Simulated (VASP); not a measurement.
Write the native input for VASP 6.6.1 that does the following.

```yaml
Task: single point
Functional: LDA
Potentials_or_basis: VASP PAW LDA potentials, release 64 (Cs_sv, H)
Cutoff: 520 eV
k_mesh: 6 × 6 × 6
Occupations: gaussian, width 0.02 eV
Spin: no spin polarisation
Dipole_correction: no
Further_INCAR_settings: ALGO = Normal; EDIFF = 1e-06; NBANDS = 18
```

The structure of CsH lies in POSCAR:

```
CsH
1.0
    3.0462570287      3.0462570287      0.0000000000
   -3.0462570287      3.0462570287      0.0000000000
    0.0000000000      0.0000000000      6.2242811912
Cs H
2 2
Direct
    0.0000000000      0.0000000000      0.0000000000
    0.5000000000      0.5000000000      0.5000000000
    0.5000000000      0.5000000000      0.0000000000
    0.0000000000      0.0000000000      0.5000000000
```

The input as run:

INCAR

```
PREC = Accurate ; ENCUT = 520
EDIFF = 1E-6 ; ISMEAR = 0
SIGMA = 0.02 ; LREAL = F
LASPH = T ; NELM = 100
ALGO = Normal ; ISIF = 2
LWAVE = F ; LCHARG = F
GGA = CA ; NBANDS = 18
```

KPOINTS

```
Automatic mesh
0
Gamma
  6 6 6
```

Potentials or basis: VASP PAW LDA potentials, release 64 (Cs_sv, H).

Command:

```bash
$ cat potpaw_LDA.64/Cs_sv/POTCAR potpaw_LDA.64/H/POTCAR > POTCAR
$ mpirun -np 1 vasp_std > vasp.out
```

Results of the run:

The pressure is -0.2 GPa and the band gap on the k mesh is 1.75 eV.

Caveat: spin-orbit coupling is left out, which moves the levels of the heavy elements.

It took 49 s on 1 thread of Intel(R) Xeon(R) Platinum 8559C (Emerald Rapids), with other jobs on the host, peak memory 0.21 GiB.
